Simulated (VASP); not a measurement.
Input of a VASP 6.6.1 run:

INCAR

```
ALGO     = Normal         # electronic algorithm
EDIFF    = 1E-7           # SCF threshold, eV
ENCUT    = 520            # plane-wave cutoff, eV
GGA      = RP             # functional
ISIF     = 2              # what is computed and relaxed
ISMEAR   = -1             # smearing method
LASPH    = T              # aspherical terms in the spheres
LCHARG   = F              # write CHGCAR
LREAL    = F              # projectors in reciprocal space
LWAVE    = F              # write WAVECAR
NBANDS   = 16             # bands
NELM     = 100            # most SCF steps
PREC     = Accurate       # precision mode
SIGMA    = 0.1            # smearing width, eV
```

Contents of KPOINTS:

```
k-points
0
Gamma
  8 8 4
```

The input POSCAR:

```
Rb
1.0
    5.4087110809      0.0000000000      0.0000000000
   -2.7043555405      4.6840811978      0.0000000000
    0.0000000000      0.0000000000      8.9182161654
Rb
2
Direct
    0.3333333333      0.6666666667      0.2500000000
    0.6666666667      0.3333333333      0.7500000000
```

Potentials or basis: VASP PAW PBE potentials, release 64 (Rb_sv).

Command:

```console
$ cat potpaw_PBE.64/Rb_sv/POTCAR > POTCAR
$ mpirun -np 1 vasp_std > vasp.out
```

Predict the pressure.

-0.2 GPa.

Estimate the band gap on the k mesh.

zero (bands 9 and 10 overlap by 1.97 eV).

Caveat: the PAW data sets were made with another functional, which shifts forces and pressure a little.
